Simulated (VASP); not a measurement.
# Pt (P6/mmm) in VASP: notebook

Pt is run at these levels: PBE; tasks: single point.

Everything below comes from runs of VASP 6.6.1. Logs are shortened: lines on timing, memory, paths and dates and some standing lists are left out, and cuts for length are marked.

### Step 1. The cell of the first run

The structure is hexagonal, space group P6/mmm (No. 191). The conventional cell has a = 3.845 Å, b = 3.845 Å, c = 2.287 Å, α = 90.00°, β = 90.00°, γ = 120.00°. Pt (site symmetry 6/mmm) has 14 Pt at 2.29 to 2.50 Å within 3.0 Å. Pt (site symmetry -6m2) has 11 Pt at 2.22 to 2.50 Å within 2.9 Å.

This isn't the form of Pt at room conditions, which is fcc.

### Step 2. Single point, PBE

Input file INCAR:

```
SYSTEM = Pt
ALGO = Normal
EDIFF = 1E-6
ENCUT = 520
GGA = PE
ISIF = 2
ISMEAR = -1
LASPH = .TRUE.
LCHARG = .FALSE.
LREAL = .FALSE.
LWAVE = .FALSE.
NBANDS = 22
NELM = 80
PREC = Accurate
SIGMA = 0.08
```

Input file KPOINTS:

```
k-points
0
G
  10 10 13
  0 0 0
```

Input file POSCAR:

```
Pt
1.0
    3.8447823490      0.0000000000      0.0000000000
   -1.9223911745      3.3296791863      0.0000000000
    0.0000000000      0.0000000000      2.2873894791
Pt
3
Direct
    0.0000000000      0.0000000000      0.0000000000
    0.3333333333      0.6666666667      0.5000000000
    0.6666666667      0.3333333333      0.5000000000
```

Potentials or basis: VASP PAW PBE potentials, release 64 (Pt).

Launch:

```
$ cat potpaw_PBE.64/Pt/POTCAR > POTCAR
$ mpirun -np 1 vasp_std > vasp.out
```

OUTCAR:

```text
SYSTEM = Pt
   EDIFF = 1E-6
   ENCUT = 520
   GGA = PE
   ISIF = 2
   ISMEAR = -1
   LASPH = .TRUE.
   LREAL = .FALSE.
   NELM = 80
   PREC = Accurate

 ion  position               nearest neighbor table
   1  0.000  0.000  0.000-   2 2.50   3 2.50   2 2.50   3 2.50   3 2.50   3 2.50   2 2.50   2 2.50
                             3 2.50   3 2.50   2 2.50   2 2.50
   2  0.333  0.667  0.500-   3 2.22   3 2.22   3 2.22   1 2.50   1 2.50   1 2.50   1 2.50   1 2.50
                             1 2.50   3 3.19   3 3.19   3 3.19   3 3.19   3 3.19   3 3.19
   3  0.667  0.333  0.500-   2 2.22   2 2.22   2 2.22   1 2.50   1 2.50   1 2.50   1 2.50   1 2.50
                             1 2.50   2 3.19   2 3.19   2 3.19   2 3.19   2 3.19   2 3.19

  LATTYP: Found a hexagonal cell.
 ALAT       =     3.8447823490
 C/A-ratio  =     0.5949334114

  Lattice vectors:

 A1 = (   3.8447823490,   0.0000000000,   0.0000000000)
 A2 = (  -1.9223911745,   3.3296791863,   0.0000000000)
 A3 = (   0.0000000000,   0.0000000000,   2.2873894791)

Analysis of symmetry for initial positions (statically):
=====================================================================
 Subroutine PRICEL returns:
 Original cell was already a primitive cell.

 Routine SETGRP: Setting up the symmetry group for a
 hexagonal supercell.

 Subroutine GETGRP returns: Found 24 space group operations
 (whereof 24 operations were pure point group operations)
 out of a pool of 24 trial point group operations.

The static configuration has the point symmetry D_6h.

Analysis of symmetry for dynamics (positions and initial velocities):
=====================================================================
 Subroutine PRICEL returns:
 Original cell was already a primitive cell.

 Routine SETGRP: Setting up the symmetry group for a
 hexagonal supercell.

 Subroutine GETGRP returns: Found 24 space group operations
 (whereof 24 operations were pure point group operations)
 out of a pool of 24 trial point group operations.

The dynamic configuration has the point symmetry D_6h.

 Subroutine INISYM returns: Found 24 space group operations
 (whereof 24 operations are pure point group operations),
 and found     1 'primitive' translations

----------------------------------------------------------------------------------------

                                     Primitive cell

  volume of cell :      29.2829

  direct lattice vectors                    reciprocal lattice vectors
     3.844782349  0.000000000  0.000000000     0.260092746  0.150164617  0.000000000
    -1.922391174  3.329679186  0.000000000     0.000000000  0.300329234  0.000000000
     0.000000000  0.000000000  2.287389479     0.000000000  0.000000000  0.437179592

  length of vectors
     3.844782349  3.844782349  2.287389479     0.300329234  0.300329234  0.437179592

  position of ions in fractional coordinates (direct lattice)
     0.000000000  0.000000000  0.000000000
     0.333333333  0.666666667  0.500000000
     0.666666667  0.333333333  0.500000000

  ion indices of the primitive-cell ions
   primitive index   ion index
                 1           1
                 2           2
                 3           3

----------------------------------------------------------------------------------------

 KPOINTS: k-points

Automatic generation of k-mesh.
 Grid dimensions read from file:
 generate k-points for:   10   10   13

 Generating k-lattice:

  Cartesian coordinates                     Fractional coordinates (reciprocal lattice)
     0.026009275  0.015016462  0.000000000     0.100000000 -0.000000000  0.000000000
     0.000000000  0.030032923  0.000000000     0.000000000  0.100000000  0.000000000
     0.000000000  0.000000000  0.033629199     0.000000000  0.000000000  0.076923077

  Length of vectors
     0.030032923  0.030032923  0.033629199

  Shift w.r.t. Gamma in fractional coordinates (k-lattice)
     0.000000000  0.000000000  0.000000000

 Subroutine IBZKPT returns following result:
 ===========================================

 Found     98 irreducible k-points:

 Following reciprocal coordinates:
            Coordinates               Weight
  0.000000  0.000000  0.000000      1.000000
  0.100000  0.000000  0.000000      6.000000
  0.200000  0.000000  0.000000      6.000000
  0.300000  0.000000  0.000000      6.000000
  0.400000  0.000000  0.000000      6.000000
  0.500000  0.000000  0.000000      3.000000
[... 16 lines left out ...]
  0.300000  0.100000  0.076923     24.000000
  0.400000  0.100000  0.076923     24.000000
 [... further k-points ...]
   k-points           NKPTS =     98   k-points in BZ     NKDIM =     98   number of bands    NBANDS=     22
   number of dos      NEDOS =    301   number of ions     NIONS =      3
   total plane-waves  NPLWV =  16200
   dimension x,y,z NGX =    30 NGY =   30 NGZ =   18
   dimension x,y,z NGXF=    60 NGYF=   60 NGZF=   36
   ions per type =               3
   NGX,Y,Z   is equivalent  to a cutoff of  12.97, 12.97, 13.08 a.u.
   NGXF,Y,Z  is equivalent  to a cutoff of  25.94, 25.94, 26.16 a.u.
 SYSTEM =  Pt
   PREC   = accura    normal or accurate (medium, high low for compatibility)
   ISTART =      0    job   : 0-new  1-cont  2-samecut
   ICHARG =      2    charge: 1-file 2-atom 10-const
   ISPIN  =      1    spin polarized calculation?
   LNONCOLLINEAR =      F non collinear calculations
   LSORBIT =      F    spin-orbit coupling
   LASPH  =      T    aspherical Exc in radial PAW
   ENCUT  =  520.0 eV  38.22 Ry    6.18 a.u.   7.15  7.15  4.25*2*pi/ulx,y,z
   NELM   =     80;   NELMIN=  2; NELMDL= -5     # of ELM steps
   EDIFF  = 0.1E-05   stopping-criterion for ELM
   LREAL  =      F    real-space projection
   EDIFFG = 0.1E-04   stopping-criterion for IOM
   NSW    =      0    number of steps for IOM
   IBRION =     -1    ionic relax: 0-MD 1-quasi-New 2-CG
   NFREE  =      0    steps in history (QN), initial steepest desc. (CG)
   ISIF   =      2    stress and relaxation
   ISYM   =      2    0-nonsym 1-usesym 2-fastsym
   POTIM  = 0.5000    time-step for ionic-motion
   TEBEG  =    0.0;   TEEND  =   0.0 temperature during run
   PSTRESS=    0.0 pullay stress
   NELECT =      30.0000    total number of electrons
   NUPDOWN=      -1.0000    fix difference up-down
   EMIN   =  10.00;   EMAX   =-10.00  energy-range for DOS
   EFERMI =   0.00;   METHOD = LEGACY
   ISMEAR =    -1;   SIGMA  =   0.08  broadening in eV -4-tet -1-fermi 0-gaus
   EFERMI_NEDOS =   21; number of points for ismear=-14 and -15
   IALGO  =     38    algorithm
   IMIX   =      4    mixing-type and parameters
     AMIX     =   0.40;   BMIX     =  1.00
     AMIX_MAG =   1.60;   BMIX_MAG =  1.00
  volume/ion in A,a.u.               =       9.76        65.87
  Fermi-wavevector in a.u.,A,eV,Ry     =   1.650354  3.118717 37.057766  2.723669
  Thomas-Fermi vector in A             =   2.739318
   LORBIT       =      0    0 simple, 1 ext, 2 COOP (PROOUT), +10 PAW based schemes
   GGA     = PE    functional components
[... 5 lines left out ...]
 non-spin polarized calculation
  energy-cutoff  :      520.00
  volume of cell :       29.28
 maximum number of plane-waves:       802
 NGX is ok and might be reduce to    30
   NGX = 15   NGY = 15   NGZ =  9

 number of electron      29.9999994 magnetization

 Free energy of the ion-electron system (eV)
  ---------------------------------------------------
  ext. energy  EPLUGINS =         0.00000000
  ---------------------------------------------------
  free energy    TOTEN  =        -2.85597099 eV

  energy without entropy =       -2.79185995  energy(sigma->0) =       -2.82391547

 E-fermi :  21.7516     XC(G=0): -16.2014

 val. band max:       21.7423986399   @ k =   0.3000   0.2000   0.2308
 cond. band min:      21.7530885447   @ k =   0.2000   0.0000   0.1538
 fundamental gap:      0.0106899048
 Fermi energy:        21.7516216273

 k-point     1 :       0.0000    0.0000    0.0000
  band No.  band energies     occupation
      1       5.9381      2.00000
      2       8.8703      2.00000
      3      12.3238      2.00000
      4      13.3951      2.00000
      5      13.4942      2.00000
      6      13.4942      2.00000
[... 14 lines left out ...]
     21      32.5304      0.00000
     22      32.5304      0.00000

 k-point     2 :       0.1000    0.0000    0.0000
  band No.  band energies     occupation
      1       6.1662      2.00000
      2       8.9559      2.00000
      3      11.9387      2.00000
      4      12.4332      2.00000
      5      12.7249      2.00000
      6      13.4118      2.00000
[... 14 lines left out ...]
     21      34.2062      0.00000
     22      34.3087      0.00000

 k-point     3 :       0.2000    0.0000    0.0000
  band No.  band energies     occupation
      1       6.8119      2.00000
      2       9.1745      2.00000
      3      10.8032      2.00000
      4      11.8806      2.00000
      5      12.1752      2.00000
      6      13.2205      2.00000
[... 14 lines left out ...]
     21      35.1755      0.00000
     22      35.3468      0.00000

 k-point     4 :       0.3000    0.0000    0.0000
  band No.  band energies     occupation
      1       7.7513      2.00000
      2       9.1827      2.00000
      3      10.1188      2.00000
      4      11.4181      2.00000
      5      11.8853      2.00000
      6      12.8450      2.00000
[... 14 lines left out ...]
     21      35.1062      0.00000
     22      35.5792      0.00000

 k-point     5 :       0.4000    0.0000    0.0000
  band No.  band energies     occupation
      1       8.5183      2.00000
      2       8.9544      2.00000
      3      10.2263      2.00000
      4      11.1426      2.00000
      5      11.8040      2.00000
      6      12.3212      2.00000
[... 417 lines left out ...]
 k-point    22 :       0.2000    0.1000    0.0769
  band No.  band energies     occupation
      1       7.6467      2.00000
      2       9.6588      2.00000
      3      10.4719      2.00000
      4      11.0668      2.00000
      5      12.3902      2.00000
      6      13.4296      2.00000
[... 14 lines left out ...]
     21      35.5067      0.00000
     22      36.5569      0.00000

 k-point    23 :       0.3000    0.1000    0.0769
  band No.  band energies     occupation
      1       8.5524      2.00000
      2       9.2334      2.00000
      3      10.4027      2.00000
      4      10.9584      2.00000
      5      12.0758      2.00000
      6      12.9608      2.00000
[... 14 lines left out ...]
     21      35.6022      0.00000
     22      36.7430      0.00000

 k-point    24 :       0.4000    0.1000    0.0769
  band No.  band energies     occupation
      1       8.6500      2.00000
      2       9.5621      2.00000
      3      10.2459      2.00000
      4      11.4183      2.00000
      5      11.8163      2.00000
      6      12.3604      2.00000
[... 14 lines left out ...]
     21      36.0777      0.00000
     22      37.4841      0.00000

 [... further k-points ...]

------------------------ aborting loop because EDIFF is reached ----------------------------------------

  FORCE on cell =-STRESS in cart. coord.  units (eV):
  Direction    XX          YY          ZZ          XY          YZ          ZX
  --------------------------------------------------------------------------------------
  -------------------------------------------------------------------------------------
  Total       77.0077214     77.0077214     77.2457287      0.0000000      0.0000000      0.0000000
  in kB     4213.3795738   4213.3795739   4226.4018403      0.0000000      0.0000000      0.0000000
  external PRESSURE =    4217.7203293 kB  Pullay stress =       0.0000000 kB

 VOLUME and BASIS-vectors are now :
 -----------------------------------------------------------------------------
  energy-cutoff  :      520.00
  volume of cell :       29.28
      direct lattice vectors                 reciprocal lattice vectors
     3.844782349  0.000000000  0.000000000     0.260092746  0.150164617  0.000000000
    -1.922391174  3.329679186  0.000000000     0.000000000  0.300329234  0.000000000
     0.000000000  0.000000000  2.287389479     0.000000000  0.000000000  0.437179592

 POSITION                                       TOTAL-FORCE (eV/Angst)
 -----------------------------------------------------------------------------------
      0.00000      0.00000      0.00000        -0.000000      0.000000      0.000000
     -0.00000      2.21979      1.14369         0.000000      0.000000     -0.000000
      1.92239      1.10989      1.14369        -0.000000      0.000000      0.000000
 -----------------------------------------------------------------------------------
    total drift:                               -0.000000      0.000000      0.000000

  FREE ENERGIE OF THE ION-ELECTRON SYSTEM (eV)
  ---------------------------------------------------
  free  energy   TOTEN  =        -2.8559709915 eV

  energy  without entropy=       -2.7918599533  energy(sigma->0) =       -2.82391547
```

Wall time 89 s (1 thread of Intel Xeon 8259CL, shared host); peak memory 0.18 GiB.

What came out:

* Free energy: -2.8560 eV
* Pressure: 421.8 GPa
* Band gap on the k mesh: zero (bands 15 and 16 overlap by 2.95 eV)

Caveat: the cell stands under pressure; spin-orbit coupling is left out, which moves the levels of the heavy elements.

### Step 3. Single point, PBE

Input file INCAR:

```
SYSTEM = Pt
  PREC = Accurate
  ENCUT = 520
  EDIFF = 1E-6
  ISMEAR = -1
  SIGMA = 0.08
  LREAL = .FALSE.
  LASPH = .TRUE.
  NELM = 100
  ALGO = Normal
  ISIF = 2
  LWAVE = .FALSE.
  LCHARG = .FALSE.
  GGA = PE
  NBANDS = 22
```

Input file KPOINTS:

```
regular mesh
0
G
  10 10 13
  0 0 0
```

Input file POSCAR:

```
Pt
1.0
    3.8442066781      0.0000000000      0.0000000000
   -1.9221033391      3.3291806407      0.0000000000
    0.0000000000      0.0000000000      2.2872534340
Pt
3
Direct
    0.0000000000      0.0000000000      0.0000000000
    0.3333333333      0.6666666667      0.5000000000
    0.6666666667      0.3333333333      0.5000000000
```

Potentials or basis: VASP PAW PBE potentials, release 64 (Pt).

Launch:

```
$ cat potpaw_PBE.64/Pt/POTCAR > POTCAR
$ mpirun -np 1 vasp_std > vasp.out
```

Run time: 91 s. Hardware: 1 thread of Intel Xeon 8259CL, shared host; peak memory 0.18 GiB.

Results (log left out):

```
Free energy            : -2.8283 eV
Pressure               : 422.5 GPa
Band gap on the k mesh : zero (bands 15 and 16 overlap by 2.95 eV)
```

Stress tensor (GPa, compression positive):
```
422.08   0.00   0.00
  0.00 422.08   0.00
  0.00   0.00 423.20
```

Levels at points of the mesh, in eV from the Fermi level:
| k point | band 12 | band 13 | band 14 | band 15 | band 16 | band 17 | band 18 | band 19 |
| --- | --- | --- | --- | --- | --- | --- | --- | --- |
| (0.00, 0.00, 0.00) | -4.34 | -4.16 | -4.16 | 0.99 | 0.99 | 7.76 | 8.89 | 10.42 |
| (0.50, 0.00, 0.00) | -2.06 | -1.57 | -0.98 | -0.58 | -0.57 | -0.52 | 0.94 | 11.02 |

Caveat: the cell stands under pressure; spin-orbit coupling is left out, which moves the levels of the heavy elements.
